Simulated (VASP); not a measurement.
# Pb (P6_3/mmc) in VASP: notebook

Pb is run at these levels: PBEsol; tasks: single point, relaxation of cell and atoms.

All numbers are computed with VASP 6.6.1; they aren't measurements. Logs are shortened: lines on timing, memory, paths and dates and some standing lists are left out, and cuts for length are marked.

## 1. The cell of the first run

The structure is hexagonal, space group P6_3/mmc (No. 194). Conventional cell: a = 3.456 Å, b = 3.456 Å, c = 5.760 Å, α = 90.00°, β = 90.00°, γ = 120.00°. Pb (site symmetry -6m2) has 12 Pb at 3.46 to 3.50 Å within 4.5 Å.

This isn't the form of Pb at room conditions, which is fcc.

## 2. Single point, PBEsol

INCAR reads:

```
PREC = Accurate ; ENCUT = 500
EDIFF = 1E-6 ; ISMEAR = -1
SIGMA = 0.05 ; LREAL = False
LASPH = True ; NELM = 120
ALGO = Normal ; ISIF = 2
LWAVE = False ; LCHARG = False
GGA = PS ; NBANDS = 21
GGA_COMPAT = False
```

KPOINTS reads:

```
regular mesh
0
Gamma
  21 21 12
```

POSCAR reads:

```
Pb
1.0
    3.4562450147      0.0000000000      0.0000000000
   -1.7281225073      2.9931959844      0.0000000000
    0.0000000000      0.0000000000      5.7601704395
Pb
2
Direct
    0.3333333333      0.6666666667      0.2500000000
    0.6666666667      0.3333333333      0.7500000000
```

Potentials or basis: VASP PAW PBE potentials, release 64 (Pb_d).

Started as:

```
$ cat potpaw_PBE.64/Pb_d/POTCAR > POTCAR
$ mpirun -np 1 vasp_std > vasp.out
```

OUTCAR:

```text
PREC = Accurate
   ENCUT = 500
   EDIFF = 1E-6
   ISMEAR = -1
   LREAL = False
   LASPH = True
   NELM = 120
   ISIF = 2
   GGA = PS

 ion  position               nearest neighbor table
   1  0.333  0.667  0.250-   2 3.50   2 3.50   2 3.50   2 3.50   2 3.50   2 3.50
   2  0.667  0.333  0.750-   1 3.50   1 3.50   1 3.50   1 3.50   1 3.50   1 3.50

  LATTYP: Found a hexagonal cell.
 ALAT       =     3.4562450147
 C/A-ratio  =     1.6665978294

  Lattice vectors:

 A1 = (   3.4562450147,   0.0000000000,   0.0000000000)
 A2 = (  -1.7281225073,   2.9931959844,   0.0000000000)
 A3 = (   0.0000000000,   0.0000000000,   5.7601704395)

Analysis of symmetry for initial positions (statically):
=====================================================================
 Subroutine PRICEL returns:
 Original cell was already a primitive cell.

 Routine SETGRP: Setting up the symmetry group for a
 hexagonal supercell.

 Subroutine GETGRP returns: Found 24 space group operations
 (whereof 12 operations were pure point group operations)
 out of a pool of 24 trial point group operations.

The static configuration has the point symmetry D_3d.
 The point group associated with its full space group is D_6h.

Analysis of symmetry for dynamics (positions and initial velocities):
=====================================================================
 Subroutine PRICEL returns:
 Original cell was already a primitive cell.

 Routine SETGRP: Setting up the symmetry group for a
 hexagonal supercell.

 Subroutine GETGRP returns: Found 24 space group operations
 (whereof 12 operations were pure point group operations)
 out of a pool of 24 trial point group operations.

The dynamic configuration has the point symmetry D_3d.
 The point group associated with its full space group is D_6h.

 Subroutine INISYM returns: Found 24 space group operations
 (whereof 12 operations are pure point group operations),
 and found     1 'primitive' translations

----------------------------------------------------------------------------------------

                                     Primitive cell

  volume of cell :      59.5902

  direct lattice vectors                    reciprocal lattice vectors
     3.456245015  0.000000000  0.000000000     0.289331340  0.167045527  0.000000000
    -1.728122507  2.993195984  0.000000000     0.000000000  0.334091054  0.000000000
     0.000000000  0.000000000  5.760170440     0.000000000  0.000000000  0.173605974

  length of vectors
     3.456245015  3.456245015  5.760170440     0.334091054  0.334091054  0.173605974

  position of ions in fractional coordinates (direct lattice)
     0.333333333  0.666666667  0.250000000
     0.666666667  0.333333333  0.750000000

  ion indices of the primitive-cell ions
   primitive index   ion index
                 1           1
                 2           2

----------------------------------------------------------------------------------------

 KPOINTS: regular mesh

Automatic generation of k-mesh.
 Grid dimensions read from file:
 generate k-points for:   21   21   12

 Generating k-lattice:

  Cartesian coordinates                     Fractional coordinates (reciprocal lattice)
     0.013777683  0.007954549  0.000000000     0.047619048  0.000000000  0.000000000
     0.000000000  0.015909098  0.000000000     0.000000000  0.047619048  0.000000000
     0.000000000  0.000000000  0.014467165     0.000000000  0.000000000  0.083333333

  Length of vectors
     0.015909098  0.015909098  0.014467165

  Shift w.r.t. Gamma in fractional coordinates (k-lattice)
     0.000000000  0.000000000  0.000000000

 Subroutine IBZKPT returns following result:
 ===========================================

 Found    336 irreducible k-points:

 Following reciprocal coordinates:
            Coordinates               Weight
  0.000000  0.000000  0.000000      1.000000
  0.047619 -0.000000  0.000000      6.000000
  0.095238  0.000000  0.000000      6.000000
  0.142857  0.000000  0.000000      6.000000
  0.190476  0.000000  0.000000      6.000000
  0.238095  0.000000  0.000000      6.000000
[... 16 lines left out ...]
  0.142857  0.095238  0.000000     12.000000
  0.190476  0.095238  0.000000     12.000000
 [... further k-points ...]
   k-points           NKPTS =    336   k-points in BZ     NKDIM =    336   number of bands    NBANDS=     21
   number of dos      NEDOS =    301   number of ions     NIONS =      2
   total plane-waves  NPLWV =  32928
   dimension x,y,z NGX =    28 NGY =   28 NGZ =   42
   dimension x,y,z NGXF=    56 NGYF=   56 NGZF=   84
   ions per type =               2
   NGX,Y,Z   is equivalent  to a cutoff of  13.47, 13.47, 12.12 a.u.
   NGXF,Y,Z  is equivalent  to a cutoff of  26.94, 26.94, 24.24 a.u.
 SYSTEM =  unknown system
   PREC   = accura    normal or accurate (medium, high low for compatibility)
   ISTART =      0    job   : 0-new  1-cont  2-samecut
   ICHARG =      2    charge: 1-file 2-atom 10-const
   ISPIN  =      1    spin polarized calculation?
   LNONCOLLINEAR =      F non collinear calculations
   LSORBIT =      F    spin-orbit coupling
   LASPH  =      T    aspherical Exc in radial PAW
   ENCUT  =  500.0 eV  36.75 Ry    6.06 a.u.   6.30  6.30 10.50*2*pi/ulx,y,z
   NELM   =    120;   NELMIN=  2; NELMDL= -5     # of ELM steps
   EDIFF  = 0.1E-05   stopping-criterion for ELM
   LREAL  =      F    real-space projection
   EDIFFG = 0.1E-04   stopping-criterion for IOM
   NSW    =      0    number of steps for IOM
   IBRION =     -1    ionic relax: 0-MD 1-quasi-New 2-CG
   NFREE  =      0    steps in history (QN), initial steepest desc. (CG)
   ISIF   =      2    stress and relaxation
   ISYM   =      2    0-nonsym 1-usesym 2-fastsym
   POTIM  = 0.5000    time-step for ionic-motion
   TEBEG  =    0.0;   TEEND  =   0.0 temperature during run
   PSTRESS=    0.0 pullay stress
   NELECT =      28.0000    total number of electrons
   NUPDOWN=      -1.0000    fix difference up-down
   EMIN   =  10.00;   EMAX   =-10.00  energy-range for DOS
   EFERMI =   0.00;   METHOD = LEGACY
   ISMEAR =    -1;   SIGMA  =   0.05  broadening in eV -4-tet -1-fermi 0-gaus
   EFERMI_NEDOS =   21; number of points for ismear=-14 and -15
   IALGO  =     38    algorithm
   IMIX   =      4    mixing-type and parameters
     AMIX     =   0.40;   BMIX     =  1.00
     AMIX_MAG =   1.60;   BMIX_MAG =  1.00
  volume/ion in A,a.u.               =      29.80       201.07
  Fermi-wavevector in a.u.,A,eV,Ry     =   1.272729  2.405109 22.039239  1.619838
  Thomas-Fermi vector in A             =   2.405591
   LORBIT       =      0    0 simple, 1 ext, 2 COOP (PROOUT), +10 PAW based schemes
   GGA     = PS    functional components
   LHFCALC =     F    Hartree Fock is set to
   AEXX    =    0.0000 exact exchange contribution
   IVDW    =     0    specifies the selected vdW correction
   LEPSILON=     F    determine dielectric tensor
   LRPA    =     F    only Hartree local field effects (RPA)
 non-spin polarized calculation
  energy-cutoff  :      500.00
  volume of cell :       59.59
 maximum number of plane-waves:      1539
 NGX is ok and might be reduce to    28
   NGX = 13   NGY = 13   NGZ = 21

 number of electron      27.9999995 magnetization

 Free energy of the ion-electron system (eV)
  ---------------------------------------------------
  ext. energy  EPLUGINS =         0.00000000
  ---------------------------------------------------
  free energy    TOTEN  =        -7.97918969 eV

  energy without entropy =       -7.97058812  energy(sigma->0) =       -7.97488890

 E-fermi :   7.2275     XC(G=0): -10.4271

 val. band max:        7.2130021667   @ k =   0.2381   0.0476   0.1667
 cond. band min:       7.2354702370   @ k =   0.2381   0.0476   0.5000
 fundamental gap:      0.0224680703
 Fermi energy:         7.2275079363

 k-point     1 :       0.0000    0.0000    0.0000
  band No.  band energies     occupation
      1      -9.7451      2.00000
      2      -9.7207      2.00000
      3      -9.6923      2.00000
      4      -9.6923      2.00000
      5      -9.6714      2.00000
      6      -9.6714      2.00000
[... 13 lines left out ...]
     20      16.5401      0.00000
     21      18.9543      0.00000

 k-point     2 :       0.0476   -0.0000    0.0000
  band No.  band energies     occupation
      1      -9.7424      2.00000
      2      -9.7212      2.00000
      3      -9.6892      2.00000
      4      -9.6862      2.00000
      5      -9.6707      2.00000
      6      -9.6655      2.00000
[... 13 lines left out ...]
     20      16.7497      0.00000
     21      18.6476      0.00000

 k-point     3 :       0.0952    0.0000    0.0000
  band No.  band energies     occupation
      1      -9.7420      2.00000
      2      -9.7184      2.00000
      3      -9.6812      2.00000
      4      -9.6684      2.00000
      5      -9.6652      2.00000
      6      -9.6484      2.00000
[... 13 lines left out ...]
     20      17.3824      0.00000
     21      18.0236      0.00000

 k-point     4 :       0.1429    0.0000    0.0000
  band No.  band energies     occupation
      1      -9.7546      2.00000
      2      -9.7033      2.00000
      3      -9.6804      2.00000
      4      -9.6427      2.00000
      5      -9.6405      2.00000
      6      -9.6215      2.00000
[... 13 lines left out ...]
     20      17.3664      0.00000
     21      17.9275      0.00000

 k-point     5 :       0.1905    0.0000    0.0000
  band No.  band energies     occupation
      1      -9.7737      2.00000
      2      -9.6929      2.00000
      3      -9.6736      2.00000
      4      -9.6410      2.00000
      5      -9.6245      2.00000
      6      -9.6090      2.00000
[... 13 lines left out ...]
     20      16.9108      0.00000
     21      18.0104      0.00000
[... 382 lines left out ...]
     20      15.3513      0.00000
     21      17.9005      0.00000

 k-point    22 :       0.0952    0.0952    0.0000
  band No.  band energies     occupation
      1      -9.7333      2.00000
      2      -9.7324      2.00000
      3      -9.6594      2.00000
      4      -9.6586      2.00000
      5      -9.6246      2.00000
      6      -9.6241      2.00000
[... 13 lines left out ...]
     20      17.2019      0.00000
     21      17.4079      0.00000

 k-point    23 :       0.1429    0.0952    0.0000
  band No.  band energies     occupation
      1      -9.7512      2.00000
      2      -9.7182      2.00000
      3      -9.6583      2.00000
      4      -9.6437      2.00000
      5      -9.6353      2.00000
      6      -9.6324      2.00000
[... 13 lines left out ...]
     20      16.5850      0.00000
     21      17.4384      0.00000

 k-point    24 :       0.1905    0.0952    0.0000
  band No.  band energies     occupation
      1      -9.7717      2.00000
      2      -9.7045      2.00000
      3      -9.6675      2.00000
      4      -9.6526      2.00000
      5      -9.6459      2.00000
      6      -9.5988      2.00000
[... 13 lines left out ...]
     20      15.9607      0.00000
     21      17.6247      0.00000

 [... further k-points ...]

------------------------ aborting loop because EDIFF is reached ----------------------------------------

  FORCE on cell =-STRESS in cart. coord.  units (eV):
  Direction    XX          YY          ZZ          XY          YZ          ZX
  --------------------------------------------------------------------------------------
  -------------------------------------------------------------------------------------
  Total        0.0379643      0.0379643      0.0663631      0.0000000      0.0000000     -0.0000000
  in kB        1.0207305      1.0207305      1.7842771      0.0000000      0.0000000     -0.0000000
  external PRESSURE =       1.2752461 kB  Pullay stress =       0.0000000 kB

 VOLUME and BASIS-vectors are now :
 -----------------------------------------------------------------------------
  energy-cutoff  :      500.00
  volume of cell :       59.59
      direct lattice vectors                 reciprocal lattice vectors
     3.456245015  0.000000000  0.000000000     0.289331340  0.167045527  0.000000000
    -1.728122507  2.993195984  0.000000000     0.000000000  0.334091054  0.000000000
     0.000000000  0.000000000  5.760170440     0.000000000  0.000000000  0.173605974

 POSITION                                       TOTAL-FORCE (eV/Angst)
 -----------------------------------------------------------------------------------
     -0.00000      1.99546      1.44004         0.000000      0.000000      0.000000
      1.72812      0.99773      4.32013        -0.000000      0.000000      0.000000
 -----------------------------------------------------------------------------------
    total drift:                               -0.000000      0.000000      0.000000

  FREE ENERGIE OF THE ION-ELECTRON SYSTEM (eV)
  ---------------------------------------------------
  free  energy   TOTEN  =        -7.9791896895 eV

  energy  without entropy=       -7.9705881184  energy(sigma->0) =       -7.97488890
```

Wall time 5.4 min (1 thread of Oxide Virtual Turin-like, shared host); peak memory 0.38 GiB.

What came out:

```
Free energy            : -7.9792 eV
Pressure               : 0.1 GPa
Band gap on the k mesh : zero (bands 14 and 15 overlap by 8.11 eV)
```

Stress tensor (GPa, compression positive):
```
0.10 0.00 0.00
0.00 0.10 0.00
0.00 0.00 0.18
```

Caveat: the PAW data sets were made with another functional, which shifts forces and pressure a little; spin-orbit coupling is left out, which moves the levels of the heavy elements.

## 3. Relaxation of cell and atoms, PBEsol

This run uses another cell than the first one, of 29.90 Å³/atom.

INCAR reads:

```
SYSTEM = Pb
  ALGO = Normal
  EDIFF = 1E-7
  EDIFFG = -0.005
  ENCUT = 500
  GGA = PS
  GGA_COMPAT = .False.
  IBRION = 2
  ISIF = 3
  ISMEAR = -1
  LASPH = .True.
  LCHARG = .False.
  LREAL = .False.
  LWAVE = .False.
  NELM = 120
  NELMIN = 4
  NSW = 60
  PREC = Accurate
  SIGMA = 0.05
```

KPOINTS reads:

```
k-points
0
Gamma
  14 14 8
  0 0 0
```

POSCAR reads:

```
Pb
1.0
    3.4932381584      0.0000000000      0.0000000000
   -1.7466190792      3.0252329866      0.0000000000
    0.0000000000      0.0000000000      5.6590458166
Pb
2
Direct
    0.3333333333      0.6666666667      0.2500000000
    0.6666666667      0.3333333333      0.7500000000
```

Potentials or basis: VASP PAW PBE potentials, release 64 (Pb_d).

Started as:

```
$ cat potpaw_PBE.64/Pb_d/POTCAR > POTCAR
$ mpirun -np 1 vasp_std > vasp.out
```

Run time: 6.7 min. Hardware: 1 thread of Oxide Virtual Turin-like, shared host; peak memory 0.22 GiB.

It converged, with:

```
Free energy                           : -7.9805 eV
Relaxed volume                        : 29.76 Å³/atom
Relaxed cell                          : a = 3.456 Å, b = 3.456 Å, c = 5.757 Å, α = 90.00°, β = 90.00°, γ = 120.00°
Space group after relaxing (to 0.1 Å) : P6_3/mmc (No. 194)
Energy gained by relaxing             : 2.5 meV/atom
Ionic steps                           : 5
Pressure after relaxing               : 0.0 GPa
Band gap on the k mesh                : zero (bands 14 and 15 overlap by 7.70 eV)
```

The path:
| step | energy change (eV) | largest force (eV/Å) | pressure (GPa) | volume (Å³) |
| --- | --- | --- | --- | --- |
| 1 | 0.0000 | 0.0000 | -0.12 | 59.80 |
| 2 | -0.0032 | 0.0000 | -0.01 | 59.61 |
| 3 | -0.0048 | 0.0000 | 0.16 | 59.34 |
| 4 | -0.0049 | 0.0000 | -0.10 | 59.65 |
| 5 | -0.0049 | 0.0000 | 0.00 | 59.53 |

Final structure:
```
Pb
1.0
     3.45555    0.00000    0.00000
    -1.72778    2.99260    0.00000
     0.00000    0.00000    5.75662
Pb
2
Direct
  0.33333 0.66667 0.25000
  0.66667 0.33333 0.75000
```

Levels at points of the mesh, in eV from the Fermi level:
```
           k point  band 10  band 11  band 12  band 13  band 14  band 15  band 16  band 17  band 18
(0.00, 0.00, 0.00)   -16.71   -11.87    -8.30    -4.32     5.92     5.92     7.33     7.68     7.68
(0.50, 0.00, 0.00)   -16.66    -8.25    -7.08    -3.03    -1.65    -0.49     1.74     2.25     5.69
(0.00, 0.00, 0.50)   -16.77   -10.68   -10.68     0.56     0.56     6.75     6.75     6.75     6.75
(0.50, 0.00, 0.50)   -16.67    -7.49    -7.49    -3.75    -3.75     3.48     3.48     3.59     3.59
```

Caveat: the PAW data sets were made with another functional, which shifts forces and pressure a little; spin-orbit coupling is left out, which moves the levels of the heavy elements.

The gap in the log of VASP goes by the Fermi energy; the results here count the filled bands.